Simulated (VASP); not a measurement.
## InGe3S2: relaxation of cell and atoms with PBE

Crystal: InGe3S2.

```
In Ge S
1.0
    -3.31173    3.31173    3.42538
     3.31173   -3.31173    3.42538
     3.31173    3.31173   -3.42538
In Ge S
1 3 2
Direct
  0.50000 0.50000 0.00000
  0.50000 0.00000 0.50000
  0.00000 0.50000 0.50000
  0.00000 0.00000 0.00000
  0.75000 0.25000 0.50000
  0.25000 0.75000 0.50000
```

The cell was built from a structure type or drawn by symmetry, and may not be a known phase.

- Program: VASP 6.6.1
- Task: relaxation of cell and atoms
- Functional: PBE
- Potentials or basis: VASP PAW PBE potentials, release 64 (In_d, Ge_d, S)
- Cutoff: 600 eV
- k mesh: 4 × 4 × 4
- Occupations: gaussian, width 0.1 eV
- Spin: no spin polarisation
- Dipole correction: no
- Further INCAR settings: ALGO = Normal; EDIFF = 1e-06; IBRION = 2; EDIFFG = -0.04; NSW = 90; ISIF = 3

```
Relaxed volume                        : 24.72 Å³/atom
Relaxed cell                          : a = 6.219 Å, b = 6.219 Å, c = 6.219 Å, α = 127.08°, β = 127.08°, γ = 78.12°
Space group after relaxing (to 0.1 Å) : I4/mmm (No. 139)
Energy gained by relaxing             : 2966.7 meV/atom
Ionic steps                           : 14
Pressure after relaxing               : 0.0 GPa
Band gap on the k mesh                : zero (an odd number of electrons rules out a gap without spin polarisation)
```

Step by step:
| step | energy change (eV) | largest force (eV/Å) | pressure (GPa) | volume (Å³) |
| --- | --- | --- | --- | --- |
| 1 | 0.0000 | 0.0000 | 46.55 | 150.27 |
| 2 | -3.6306 | 0.0000 | -19.04 | 301.69 |
| 3 | -15.6195 | 0.0000 | -6.59 | 221.94 |
| 4 | -15.8459 | 0.0000 | -5.85 | 216.75 |
| 5 | -16.0184 | 0.0000 | -3.81 | 206.08 |
| 6 | -16.0216 | 0.0000 | -4.08 | 207.25 |
| 7 | -16.8523 | 0.0000 | -4.08 | 186.06 |
| 8 | -17.1004 | 0.0000 | 7.73 | 128.91 |
| 9 | -17.6475 | 0.0000 | -2.54 | 161.43 |
| 10 | -17.7662 | 0.0000 | 0.97 | 144.21 |
| 11 | -17.7965 | 0.0000 | -0.61 | 150.20 |
| 12 | -17.7979 | 0.0000 | -0.34 | 149.14 |
| 13 | -17.7990 | 0.0000 | 0.29 | 147.70 |
| 14 | -17.8004 | 0.0000 | 0.01 | 148.31 |

Final structure:
```cif
data_structure
_symmetry_space_group_name_H-M 'P 1'
_symmetry_Int_Tables_number 1
_cell_length_a 6.2191
_cell_length_b 6.2191
_cell_length_c 6.2191
_cell_angle_alpha 127.083
_cell_angle_beta 127.083
_cell_angle_gamma 78.115
_cell_volume 148.31
loop_
_atom_site_label
_atom_site_type_symbol
_atom_site_fract_x
_atom_site_fract_y
_atom_site_fract_z
_atom_site_occupancy
In1 In 0.50000 0.50000 0.00000 1
Ge1 Ge 0.50000 0.00000 0.50000 1
Ge2 Ge 0.00000 0.50000 0.50000 1
Ge3 Ge 0.00000 0.00000 0.00000 1
S1 S 0.75000 0.25000 0.50000 1
S2 S 0.25000 0.75000 0.50000 1
```

Levels at points of the mesh, in eV from the Fermi level:
```
           k point  band 30  band 31  band 32  band 33  band 34  band 35  band 36  band 37
(0.00, 0.00, 0.00)    -2.25    -2.14    -2.14    -1.44     0.70     1.16     1.16     1.17
(0.50, 0.00, 0.00)    -2.20    -1.84    -1.52    -0.78    -0.50     0.92     1.35     1.99
(0.50, 0.50, 0.00)    -1.31    -0.72    -0.16     0.93     1.41     1.78     2.25     2.72
(0.50, 0.50, 0.50)    -0.96    -0.96    -0.92    -0.92    -0.29    -0.29    -0.09     1.56
```

It took 9.8 min on 1 thread of AMD EPYC 9R45 96-Core Processor (Zen 5), on a shared host, peak memory 0.36 GiB.

Caveat: spin-orbit coupling is left out, which moves the levels of the heavy elements.
